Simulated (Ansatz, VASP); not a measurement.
**One calculation of ScAl3F, two programs**

```xyz
10
Lattice="5.8377 0.0000 0.0000 0.0000 5.8377 0.0000 0.0000 0.0000 8.4167" Properties=species:S:1:pos:R:3 pbc="T T T"
Sc    0.0000    0.0000    0.0000
Sc    0.0000    0.0000    4.2084
Al    1.9631    1.9631    4.2084
Al    3.8747    3.8747    4.2084
Al    3.8747    1.9631    0.0000
Al    1.9631    3.8747    0.0000
Al    2.9189    2.9189    2.1042
Al    2.9189    2.9189    6.3125
F     0.0000    0.0000    2.1042
F     0.0000    0.0000    6.3125
```

Alike in both runs: functional PBE; k mesh 6 × 6 × 6; occupations gaussian, width 0.1 eV; no spin polarisation.

Ansatz relaxed the structure, and its values are those at the end. VASP's run is a single point on that final structure, the one shown.

|  | VASP | Ansatz |
| --- | --- | --- |
| version | VASP 6.6.1 | Ansatz 0.2.0 |
| potentials or method | VASP PAW PBE potentials, release 64 (Sc_sv, Al, F), cutoff 520 eV | scalar-relativistic, plane waves, PAW |
| valence electrons in the cell | 54 | 54 |

|  | VASP | Ansatz | Ansatz less VASP |
| --- | --- | --- | --- |
| gap on the k mesh at the Fermi level (eV) | none | none | - |
| pressure (GPa) | 0.0 | 0.0 | -0.03 |
| rms of the force components (eV/Å) | 0.005 | 0.002 | -0.0026 |

A gap of «none» marks a metal or a gap that the smearing closes. The functional is the same, so the differences come from potentials, cutoffs and numerics.
